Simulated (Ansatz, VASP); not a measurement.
This is a calculation of Cu2As3 for VASP 6.6.1.

The input INCAR:

```
  PREC = Accurate
  ENCUT = 520
  EDIFF = 1E-6
  ISMEAR = -1
  SIGMA = 0.05
  LREAL = False
  LASPH = True
  NELM = 60
  ALGO = Normal
  ISIF = 2
  LWAVE = False
  LCHARG = False
  GGA = PE
  NBANDS = 26
```

The input KPOINTS:

```
Automatic mesh
0
Gamma
  8 8 5
```

File POSCAR:

```
Cu2As3
1.0
    4.0024973849      0.0000000000      0.0000000000
   -2.0012486925      3.4662644140      0.0000000000
    0.0000000000      0.0000000000      6.0079017479
As Cu
3 2
Direct
    0.6666666667      0.3333333333      0.6493380000
    0.3333333333      0.6666666667      0.3506620000
    0.0000000000      0.0000000000      0.0000000000
    0.6666666667      0.3333333333      0.2169690000
    0.3333333333      0.6666666667      0.7830310000
```

Potentials or basis: VASP PAW PBE potentials, release 64 (As, Cu).

Command:

```bash
$ cat potpaw_PBE.64/As/POTCAR potpaw_PBE.64/Cu/POTCAR > POTCAR
$ mpirun -np 1 vasp_std > vasp.out
```

Question: Translate it to Ansatz 0.2.0. Potentials there: Ansatz PAW.

Answer: As run (the cutoff follows the program's own potentials):

The input input.yaml:

```yaml
crystal:
  lattice:
    - [4.0024973849, 0.0, 0.0]
    - [-2.0012486925, 3.466264414, 0.0]
    - [0.0, 0.0, 6.0079017479]
  atoms:
    - { symbol: As, position: [0.6666666667, 0.3333333333, 0.649338] }
    - { symbol: As, position: [0.3333333333, 0.6666666667, 0.350662] }
    - { symbol: As, position: [0.0, 0.0, 0.0] }
    - { symbol: Cu, position: [0.6666666667, 0.3333333333, 0.216969] }
    - { symbol: Cu, position: [0.3333333333, 0.6666666667, 0.783031] }
hamiltonian:
  xc: pbe
  pseudopotentials: { kind: paw }
kpoints:
  mp_grid: { grid: [8, 8, 5] }
scf:
  occupations: { method: fermi_dirac, width: 0.05 }
output:
  forces: true
  stress: true
  eigenvalues: true
```

Potentials or basis: Ansatz PAW.

Command:

```console
$ ansatz run input.yaml --threads 2 --pin off --max-ram 5120MiB --backend cpu --events-out ev --progress --plain --runs-dir out
```

Both were run:

|  | VASP | Ansatz | Ansatz less VASP |
| --- | --- | --- | --- |
| gap on the k mesh at the Fermi level (eV) | none | none | - |
| pressure (GPa) | 5.4 | 5.2 | -0.26 |
| traceless stress, the component that is largest in VASP (GPa) | 0.26 | 0.38 | +0.117 |
| rms of the force components (eV/Å) | 0.056 | 0.046 | -0.0103 |

Atom by atom the forces differ by 0.010 eV/Å (rms over components). A gap of «none» marks a metal or a gap that the smearing closes. With one functional, cell and mesh, what is left measures potentials, basis and numerics. VASP's potentials hold 37 valence electrons a cell and Ansatz's 83, so a difference there can come from the potentials and not from the codes.
